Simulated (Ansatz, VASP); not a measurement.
**MgO in VASP and in Ansatz**

File POSCAR:

```
MgO
1.0
   -0.0885418197      2.1934638427      2.1934638427
    2.1934638427     -0.0885418197      2.1934638427
    2.1934638427      2.1934638427     -0.0885418197
Mg O
1 1
Direct
   -0.0044690628     -0.0044690628     -0.0044690628
    0.2544690628      0.2544690628      0.2544690628
```

INCAR.step1

```
PREC = Accurate
ENCUT = 520
ISMEAR = 0
SIGMA = 0.01
LREAL = False
LASPH = True
NELM = 80
NBANDS = 11
GGA = PE
ALGO = Normal
EDIFF = 1E-4
LWAVE = True
LCHARG = False
```

Contents of INCAR.step2:

```
PREC = Accurate
ENCUT = 520
EDIFF = 1E-6
ISMEAR = 0
SIGMA = 0.01
LREAL = False
LASPH = True
NELM = 80
ALGO = Normal
ISIF = 2
LWAVE = False
LCHARG = False
METAGGA = R2SCAN
LMIXTAU = True
NBANDS = 11
ISTART = 1
```

KPOINTS

```
Automatic mesh
0
Gamma
  10 10 10
```

Input for Ansatz:

```yaml
crystal:
  lattice:
    - [-0.0885418197, 2.1934638427, 2.1934638427]
    - [2.1934638427, -0.0885418197, 2.1934638427]
    - [2.1934638427, 2.1934638427, -0.0885418197]
  atoms:
    - { symbol: Mg, position: [-0.0044690628, -0.0044690628, -0.0044690628] }
    - { symbol: O, position: [0.2544690628, 0.2544690628, 0.2544690628] }
kpoints:
  mp_grid: { grid: [10, 10, 10] }
  band_path:
    path:
      - [0.0, 0.0, 0.0]
      - [-0.5, -0.5, 0.0]
      - [-0.375, -0.375, 0.25]
      - [-0.375, 0.0, 0.375]
      - [0.0, 0.0, 0.5]
      - [-0.5, -0.25, 0.25]
    npoints: 1
hamiltonian:
  xc: r2scan
scf:
  occupations: { method: fixed }
  n_extra_bands: 4
output:
  forces: true
  stress: true
  eigenvalues: true
```

Change from the starting cell: shear_111 strain -5.8%.

Alike in both runs: task single point; functional r2SCAN; k mesh 10 × 10 × 10; no spin polarisation.

```csv
,VASP,Ansatz
version,VASP 6.6.1,Ansatz 0.2.0
potentials or method,"VASP PAW PBE potentials, release 64 (Mg, O)","plane waves, PAW"
plane-wave cutoff (eV),520,500
occupations,"gaussian, width 0.01 eV",fixed
valence electrons in the cell,8,16
```

|  | VASP | Ansatz | Ansatz less VASP |
| --- | --- | --- | --- |
| gap on the k mesh at the Fermi level (eV) | 4.41 | 4.43 | +0.017 |
| pressure (GPa) | 7.8 | 8.2 | +0.44 |
| traceless stress, the component that is largest in VASP (GPa) | 3.12 | 3.06 | -0.061 |

VASP's potentials were made for PBE, not for r2SCAN. VASP's potentials hold 8 valence electrons a cell and Ansatz's 16, so a difference there can come from the potentials and not from the codes.
